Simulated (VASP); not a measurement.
# ReP4Ru (F-43m) in VASP: further runs, part 2 of 3

VASP 6.6.1.

## 3. Single point, PBE

This run uses another cell than the first one, of 16.90 Å³/atom.

File INCAR:

```
SYSTEM = ReP4Ru
PREC = Accurate
ENCUT = 520
EDIFF = 1E-7
ISMEAR = 0
SIGMA = 0.1
LREAL = .FALSE.
LASPH = .TRUE.
NELM = 80
ALGO = Normal
ISIF = 2
LWAVE = .FALSE.
LCHARG = .FALSE.
GGA = PE
NBANDS = 30
```

File KPOINTS:

```
regular mesh
0
G
  4 4 4
  0 0 0
```

File POSCAR:

```
ReP4Ru
1.0
    0.0000000000      3.7009451900      3.7009451900
    3.7009451900      0.0000000000      3.7009451900
    3.7009451900      3.7009451900      0.0000000000
Re P Ru
1 4 1
Direct
    0.0000000000      0.0000000000      0.0000000000
    0.8766860400      0.3744379900      0.3744379900
    0.3744379900      0.3744379900      0.3744379900
    0.3744379900      0.8766860400      0.3744379900
    0.3744379900      0.3744379900      0.8766860400
    0.7500000000      0.7500000000      0.7500000000
```

Potentials or basis: VASP PAW PBE potentials, release 64 (Re, P, Ru_pv).

Command:

```console
cat potpaw_PBE.64/Re/POTCAR potpaw_PBE.64/P/POTCAR potpaw_PBE.64/Ru_pv/POTCAR > POTCAR
mpirun -np 1 vasp_std > vasp.out
```

Wall time 2.1 min (1 thread of Intel Xeon 8259CL, shared host); peak memory 0.24 GiB.

It converged, with:

- Free energy: -36.0350 eV
- Pressure: -20.1 GPa
- Largest force: 0.024 eV/Å
- Band gap on the k mesh: zero (an odd number of electrons rules out a gap without spin polarisation)

Forces in eV/Å, atoms in the order of the input:
```
Re   0.000  0.000  0.000
P   -0.014  0.014  0.014
P   -0.014 -0.014 -0.014
P    0.014 -0.014  0.014
P    0.014  0.014 -0.014
Ru   0.000  0.000  0.000
```

Levels at points of the mesh, in eV from the Fermi level:
```tsv
k point	band 17	band 18	band 19	band 20	band 21	band 22	band 23	band 24
(0.00, 0.00, 0.00)	-1.24	-0.17	-0.17	0.94	0.94	0.94	1.72	1.72
(0.50, 0.00, 0.00)	-1.49	-0.86	-0.86	-0.45	-0.05	-0.05	0.57	0.57
(0.50, 0.50, 0.00)	-2.15	-0.98	-0.98	-0.22	-0.20	0.40	0.69	0.71
```

Caveat: the k points lie up to 0.37 Å⁻¹ apart, too coarse for converged energies and pressures of a metal; spin-orbit coupling is left out, which moves the levels of the heavy elements.

## 4. Relaxation of cell and atoms, PBE

This run uses another cell than the first one, of 16.90 Å³/atom.

File INCAR:

```
SYSTEM = ReP4Ru
  PREC = Accurate
  ENCUT = 600
  EDIFF = 1E-7
  ISMEAR = 0
  SIGMA = 0.1
  LREAL = .False.
  LASPH = .True.
  NELM = 100
  ALGO = Normal
  ISIF = 3
  LWAVE = .False.
  LCHARG = .False.
  GGA = PE
  IBRION = 2
  NSW = 90
  EDIFFG = -0.04
```

File KPOINTS:

```
Automatic mesh
0
Gamma
  4 4 4
  0 0 0
```

POSCAR is that of step 3.

Potentials or basis: VASP PAW PBE potentials, release 64 (Re, P, Ru_pv).

Command:

```console
cat potpaw_PBE.64/Re/POTCAR potpaw_PBE.64/P/POTCAR potpaw_PBE.64/Ru_pv/POTCAR > POTCAR
mpirun -np 1 vasp_std > vasp.out
```

OUTCAR:

```text
SYSTEM = ReP4Ru
   PREC = Accurate
   ENCUT = 600
   EDIFF = 1E-7
   ISMEAR = 0
   LREAL = .False.
   LASPH = .True.
   NELM = 100
   ISIF = 3
   GGA = PE
   IBRION = 2
   NSW = 90
   EDIFFG = -0.04

 ion  position               nearest neighbor table
   1  0.000  0.000  0.000-   2 3.07   4 3.07   2 3.07   5 3.07   4 3.07   5 3.07   3 3.07   3 3.07
                             3 3.07   2 3.07   4 3.07   5 3.07   6 3.21   6 3.21   6 3.21   6 3.21
   2  0.877  0.374  0.374-   3 2.61   4 2.61   5 2.61   4 2.63   5 2.63   3 2.63   1 3.07   1 3.07
                             1 3.07   6 3.07   6 3.07   6 3.07
   3  0.374  0.374  0.374-   2 2.61   4 2.61   5 2.61   2 2.63   4 2.63   5 2.63   1 3.07   1 3.07
                             1 3.07   6 3.07   6 3.07   6 3.07
   4  0.374  0.877  0.374-   2 2.61   3 2.61   5 2.61   2 2.63   5 2.63   3 2.63   1 3.07   1 3.07
                             1 3.07   6 3.07   6 3.07   6 3.07
   5  0.374  0.374  0.877-   2 2.61   3 2.61   4 2.61   4 2.63   2 2.63   3 2.63   1 3.07   1 3.07
                             1 3.07   6 3.07   6 3.07   6 3.07
   6  0.750  0.750  0.750-   2 3.07   4 3.07   5 3.07   3 3.07   3 3.07   3 3.07   2 3.07   5 3.07
                             4 3.07   2 3.07   4 3.07   5 3.07   1 3.21   1 3.21   1 3.21   1 3.21

  LATTYP: Found a face centered cubic cell.
 ALAT       =     7.4018903800

  Lattice vectors:

 A1 = (   0.0000000000,   3.7009451900,   3.7009451900)
 A2 = (   3.7009451900,   0.0000000000,   3.7009451900)
 A3 = (   3.7009451900,   3.7009451900,   0.0000000000)

Analysis of symmetry for initial positions (statically):
=====================================================================
 Subroutine PRICEL returns:
 Original cell was already a primitive cell.

 Routine SETGRP: Setting up the symmetry group for a
 face centered cubic supercell.

 Subroutine GETGRP returns: Found 24 space group operations
 (whereof 24 operations were pure point group operations)
 out of a pool of 48 trial point group operations.

The static configuration has the point symmetry T_d .

Analysis of symmetry for dynamics (positions and initial velocities):
=====================================================================
 Subroutine PRICEL returns:
 Original cell was already a primitive cell.

 Routine SETGRP: Setting up the symmetry group for a
 face centered cubic supercell.

 Subroutine GETGRP returns: Found 24 space group operations
 (whereof 24 operations were pure point group operations)
 out of a pool of 48 trial point group operations.

[... 103 lines left out ...]
   NUPDOWN=      -1.0000    fix difference up-down
   EMIN   =  10.00;   EMAX   =-10.00  energy-range for DOS
   EFERMI =   0.00;   METHOD = LEGACY
   ISMEAR =     0;   SIGMA  =   0.10  broadening in eV -4-tet -1-fermi 0-gaus
   EFERMI_NEDOS =   21; number of points for ismear=-14 and -15
   IALGO  =     38    algorithm
   IMIX   =      4    mixing-type and parameters
     AMIX     =   0.40;   BMIX     =  1.00
     AMIX_MAG =   1.60;   BMIX_MAG =  1.00
  volume/ion in A,a.u.               =      16.90       114.03
  Fermi-wavevector in a.u.,A,eV,Ry     =   1.210636  2.287770 19.941225  1.465639
  Thomas-Fermi vector in A             =   2.346176
   LORBIT       =      0    0 simple, 1 ext, 2 COOP (PROOUT), +10 PAW based schemes
   GGA     = PE    functional components
   LHFCALC =     F    Hartree Fock is set to
   AEXX    =    0.0000 exact exchange contribution
   IVDW    =     0    specifies the selected vdW correction
   LEPSILON=     F    determine dielectric tensor
   LRPA    =     F    only Hartree local field effects (RPA)
 conjugate gradient relaxation of ions
 non-spin polarized calculation
 Gauss-broadening in eV      SIGMA  =   0.10
  energy-cutoff  :      600.00
  volume of cell :      101.38
 maximum number of plane-waves:      3399
 NGX is ok and might be reduce to    42
   NGX = 21   NGY = 21   NGZ = 21

--------------------------------------- Ionic step        1  -------------------------------------------

 number of electron      40.9999998 magnetization

 Free energy of the ion-electron system (eV)
  ---------------------------------------------------
  ext. energy  EPLUGINS =         0.00000000
  ---------------------------------------------------
  free energy    TOTEN  =       -36.03630186 eV

  energy without entropy =      -36.01574003  energy(sigma->0) =      -36.02602094

 E-fermi :   7.9785     XC(G=0): -11.4986

 val. band max:        7.9274426992   @ k =   0.5000   0.0000   0.0000
 cond. band min:       8.0579783455   @ k =  -0.2500   0.5000   0.2500
 fundamental gap:      0.1305356462
 Fermi energy:         7.9784657688

 k-point     1 :       0.0000    0.0000    0.0000
  band No.  band energies     occupation
      1     -34.1791      2.00000
      2     -34.1791      2.00000
      3     -34.1791      2.00000
      4      -6.9346      2.00000
      5      -0.8489      2.00000
      6      -0.8489      2.00000
[... 524 lines left out ...]
--------------------------------------- Ionic step        9  -------------------------------------------

 number of electron      41.0000003 magnetization

 Free energy of the ion-electron system (eV)
  ---------------------------------------------------
  ext. energy  EPLUGINS =         0.00000000
  ---------------------------------------------------
  free energy    TOTEN  =       -37.54311349 eV

  energy without entropy =      -37.51123313  energy(sigma->0) =      -37.52717331

 E-fermi :  11.1361     XC(G=0): -12.5750

 val. band max:       11.0802951362   @ k =   0.2500   0.0000   0.0000
 cond. band min:      11.1944444511   @ k =  -0.2500   0.2500   0.0000
 fundamental gap:      0.1141493149
 Fermi energy:        11.1360804727

 k-point     1 :       0.0000    0.0000    0.0000
  band No.  band energies     occupation
      1     -31.3404      2.00000
      2     -31.3404      2.00000
      3     -31.3404      2.00000
      4      -6.0099      2.00000
      5       0.9465      2.00000
      6       1.7644      2.00000
[... 238 lines left out ...]
  FREE ENERGIE OF THE ION-ELECTRON SYSTEM (eV)
  ---------------------------------------------------
  free  energy   TOTEN  =       -37.5431134864 eV

  energy  without entropy=      -37.5112331304  energy(sigma->0) =      -37.52717331

 reached required accuracy - stopping structural energy minimisation
```

OSZICAR:

```text
N       E                     dE             d eps       ncg     rms          rms(c)
DAV:   1     0.228182664264E+03    0.22818E+03   -0.22559E+04   632   0.184E+03
DAV:   2    -0.186681722293E+02   -0.24685E+03   -0.24420E+03   624   0.418E+02
DAV:   3    -0.368514787919E+02   -0.18183E+02   -0.17983E+02   680   0.814E+01
[... 109 lines left out ...]
DAV:   6    -0.375431083106E+02   -0.67041E-05   -0.20876E-05   664   0.346E-02    0.225E-02
DAV:   7    -0.375431133122E+02   -0.50015E-05   -0.73147E-06   592   0.204E-02    0.391E-03
DAV:   8    -0.375431133356E+02   -0.23466E-07   -0.12744E-06   432   0.141E-02    0.196E-03
DAV:   9    -0.375431135482E+02   -0.21261E-06   -0.13365E-07   280   0.498E-03    0.282E-03
DAV:  10    -0.375431134864E+02    0.61845E-07   -0.47663E-08   240   0.670E-03
   9 F= -.37543113E+02 E0= -.37527173E+02  d E =-.657973E-03
```

CONTCAR:

```text
ReP4Ru
   1.00000000000000
     0.0000000000000000    3.4387544524517484    3.4387544524517484
     3.4387544524517484    0.0000000000000000    3.4387544524517484
     3.4387544524517484    3.4387544524517484    0.0000000000000000
  Re              P               Ru
     1     4     1
Direct
     0.0000000000000000    0.0000000000000000    0.0000000000000000
     0.8742221186952659    0.3752592971015760    0.3752592971015760
     0.3752592971015760    0.3752592971015760    0.3752592971015760
     0.3752592971015760    0.8742221186952659    0.3752592971015760
     0.3752592971015760    0.3752592971015760    0.8742221186952659
     0.7500000000000000    0.7500000000000000    0.7500000000000000

  0.00000000E+00  0.00000000E+00  0.00000000E+00
  0.00000000E+00  0.00000000E+00  0.00000000E+00
  0.00000000E+00  0.00000000E+00  0.00000000E+00
  0.00000000E+00  0.00000000E+00  0.00000000E+00
  0.00000000E+00  0.00000000E+00  0.00000000E+00
  0.00000000E+00  0.00000000E+00  0.00000000E+00
```

Wall time 10 min (1 thread of Intel Xeon 8259CL, shared host); peak memory 0.28 GiB.

Results:

```yaml
Free_energy: -37.5431 eV
Relaxed_volume: 13.55 Å³/atom
Relaxed_cell: a = 4.863 Å, b = 4.863 Å, c = 4.863 Å, α = 60.00°, β = 60.00°, γ = 60.00°
Space_group_after_relaxing_to_0.1_Å: F-43m (No. 216)
Energy_gained_by_relaxing: 251.1 meV/atom
Ionic_steps: 9
Pressure_after_relaxing: 0.0 GPa
Band_gap_on_the_k_mesh: zero (an odd number of electrons rules out a gap without spin polarisation)
```

Forces on the atoms (eV/Å):
```
Re   0.000  0.000  0.000
P    0.001 -0.001 -0.001
P    0.001  0.001  0.001
P   -0.001  0.001 -0.001
P   -0.001 -0.001  0.001
Ru   0.000  0.000  0.000
```

Step by step:
| step | energy change (eV) | largest force (eV/Å) | pressure (GPa) | volume (Å³) |
| --- | --- | --- | --- | --- |
| 1 | 0.0000 | 0.0240 | -20.05 | 101.38 |
| 2 | -1.0273 | 0.4258 | 20.68 | 73.41 |
| 3 | -1.5005 | 0.2353 | -0.82 | 81.82 |
| 4 | -1.5016 | 0.2432 | -0.15 | 81.45 |
| 5 | -1.5011 | 0.2510 | 0.57 | 81.08 |
| 6 | -1.5061 | 0.0166 | 0.66 | 80.99 |
| 7 | -1.5062 | 0.0086 | 0.64 | 81.00 |
| 8 | -1.5064 | 0.0029 | -0.50 | 81.59 |
| 9 | -1.5068 | 0.0022 | 0.00 | 81.33 |

Final structure:
```
Re P Ru
1.0
     0.00000    3.43875    3.43875
     3.43875    0.00000    3.43875
     3.43875    3.43875    0.00000
Re P Ru
1 4 1
Direct
  0.00000 0.00000 0.00000
  0.87422 0.37526 0.37526
  0.37526 0.37526 0.37526
  0.37526 0.87422 0.37526
  0.37526 0.37526 0.87422
  0.75000 0.75000 0.75000
```

Levels at points of the mesh, in eV from the Fermi level:
| k point | band 16 | band 17 | band 18 | band 19 | band 20 | band 21 | band 22 | band 23 | band 24 |
| --- | --- | --- | --- | --- | --- | --- | --- | --- | --- |
| (0.00, 0.00, 0.00) | -1.57 | -1.57 | -0.35 | -0.35 | 1.28 | 1.28 | 1.28 | 1.90 | 1.90 |
| (0.50, 0.00, 0.00) | -2.27 | -1.37 | -1.37 | -1.00 | -0.71 | -0.16 | -0.16 | 0.55 | 0.55 |
| (0.50, 0.50, 0.00) | -3.00 | -3.00 | -0.52 | -0.52 | -0.37 | -0.26 | 0.75 | 0.75 | 1.00 |

Caveat: the k points lie up to 0.40 Å⁻¹ apart in the final cell, too coarse for converged energies and pressures of a metal; the volume moved by over 15 % at a fixed basis, so the end points are rough; spin-orbit coupling is left out, which moves the levels of the heavy elements.

## 5. Single point, PBE

This run uses another cell than the first one, of 13.53 Å³/atom.

File INCAR:

```
  PREC = Accurate
  ENCUT = 520
  EDIFF = 1E-7
  ISMEAR = 0
  SIGMA = 0.1
  LREAL = False
  LASPH = True
  NELM = 80
  ALGO = Normal
  ISIF = 2
  LWAVE = False
  LCHARG = False
  GGA = PE
  NBANDS = 30
```

File KPOINTS:

```
regular mesh
0
Gamma
  10 10 10
```

File POSCAR:

```
ReP4Ru
1.0
    0.0000000000      3.4368257137      3.4368257137
    3.4368257137      0.0000000000      3.4368257137
    3.4368257137      3.4368257137      0.0000000000
Re P Ru
1 4 1
Direct
    0.0000000000      0.0000000000      0.0000000000
    0.6248659016      0.6248659016      0.1254022952
    0.6248659016      0.1254022952      0.6248659016
    0.1254022952      0.6248659016      0.6248659016
    0.6248659016      0.6248659016      0.6248659016
    0.2500000000      0.2500000000      0.2500000000
```

Command:

```console
cat potpaw_PBE.64/Re/POTCAR potpaw_PBE.64/P/POTCAR potpaw_PBE.64/Ru_pv/POTCAR > POTCAR
mpirun -np 1 vasp_std > vasp.out
```

It took 4.2 min on 1 thread of Intel Xeon 8259CL, shared host; peak memory 0.28 GiB.

It converged, with:

```
Free energy            : -37.6134 eV
Pressure               : -0.1 GPa
Largest force          : 0.007 eV/Å
Band gap on the k mesh : zero (an odd number of electrons rules out a gap without spin polarisation)
```

Forces in eV/Å, atoms in the order of the input:
```
Re   0.000  0.000  0.000
P   -0.004 -0.004  0.004
P   -0.004  0.004 -0.004
P    0.004 -0.004 -0.004
P    0.004  0.004  0.004
Ru   0.000  0.000  0.000
```

Levels at points of the mesh, in eV from the Fermi level:
```tsv
k point	band 19	band 20	band 21	band 22	band 23	band 24
(0.00, 0.00, 0.00)	-0.29	1.34	1.34	1.34	1.97	1.97
(0.50, 0.00, 0.00)	-0.91	-0.65	-0.10	-0.10	0.64	0.64
(0.50, 0.50, 0.00)	-0.43	-0.30	-0.20	0.82	0.82	1.08
```

Caveat: spin-orbit coupling is left out, which moves the levels of the heavy elements.

(Part 2 of 3 ends here.)

The gap in the log of VASP goes by the Fermi energy; the results here count the filled bands.